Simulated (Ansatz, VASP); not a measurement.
# SnTe in VASP and in Ansatz

```
Sn Te
1.0
     0.00000    3.15085    3.15085
     3.15085    0.00000    3.15085
     3.15085    3.15085    0.00000
Sn Te
1 1
Cartesian
  0.0000 0.0000 0.0000
  3.1509 3.1509 3.1509
```

Alike in both runs: task relaxation of cell and atoms; functional r2SCAN; dispersion rVV10; k mesh 5 × 5 × 5; occupations fermi-dirac, width 0.05 eV; no spin polarisation.

```csv
,VASP,Ansatz
version,VASP 6.6.1,Ansatz 0.2.0
potentials or method,"VASP PAW PBE potentials, release 64 (Sn_d, Te)","plane waves, PAW"
plane-wave cutoff (eV),600,500
valence electrons in the cell,20,30
```

|  | VASP | Ansatz | Ansatz less VASP |
| --- | --- | --- | --- |
| relaxed volume (Å³/atom) | 31.85 | 31.74 | -0.109 |
| relaxed length of the cell vector where the two differ most in proportion (Å) | 4.483 | 4.478 | -0.0051 |

VASP's potentials were made for PBE, not for r2SCAN. VASP's potentials hold 20 valence electrons a cell and Ansatz's 30, so a difference there can come from the potentials and not from the codes. Ansatz's warnings: stress scf threshold loose.

Neither program's run includes spin-orbit coupling.
